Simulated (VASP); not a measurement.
Runs of VASP 6.6.1 on Cd. The structure is that of space group P6_3/mmc (No. 194), or close to it. The cells are those of the table. 

```csv
level,potentials or basis,spin,cell,gap on the mesh (eV),pressure (GPa)
PBEsol,"VASP PAW PBE potentials, release 64 (Cd)",off,"a = 3.134, b = 3.134, c = 10.568 Å, angles 90.0, 90.0, 120.0°, 4 atoms",none,(b)
LDA,"VASP PAW LDA potentials, release 64 (Cd)",off,"a = 3.093, b = 3.093, c = 10.431 Å, angles 90.0, 90.0, 120.0°, 4 atoms",none,-4.0
PBEsol,"VASP PAW PBE potentials, release 64 (Cd)",off,"a = 3.051, b = 3.051, c = 10.290 Å, angles 90.0, 90.0, 120.0°, 4 atoms",none,(a)
PBEsol,"VASP PAW PBE potentials, release 64 (Cd)",off,"a = 3.030, b = 3.030, c = 10.218 Å, angles 90.0, 90.0, 120.0°, 4 atoms",none,2.3
PBEsol,"VASP PAW PBE potentials, release 64 (Cd)",off,"a = 3.114, b = 3.114, c = 10.500 Å, angles 90.0, 90.0, 120.0°, 4 atoms",none,-2.3
PBEsol,"VASP PAW PBE potentials, release 64 (Cd)","non-collinear, zero start, SOC","a = 3.093, b = 3.093, c = 10.431 Å, angles 90.0, 90.0, 120.0°, 4 atoms",-,-1.5
```

Alike in all rows: task single point; k mesh 10 × 10 × 3; cutoff (eV) 520; smearing fermi-dirac 0.05 eV.

Estimate the missing entries.

(a) 0.9; (b) -3.1.

Caveats: the PAW data sets were made with another functional, which shifts forces and pressure a little (at least some runs); the cell stands under tension (at least some runs).

A k mesh can miss the band edges, and rows without SOC leave out spin-orbit coupling on Cd.

A gap of «none» marks levels without a gap at the run's occupations.
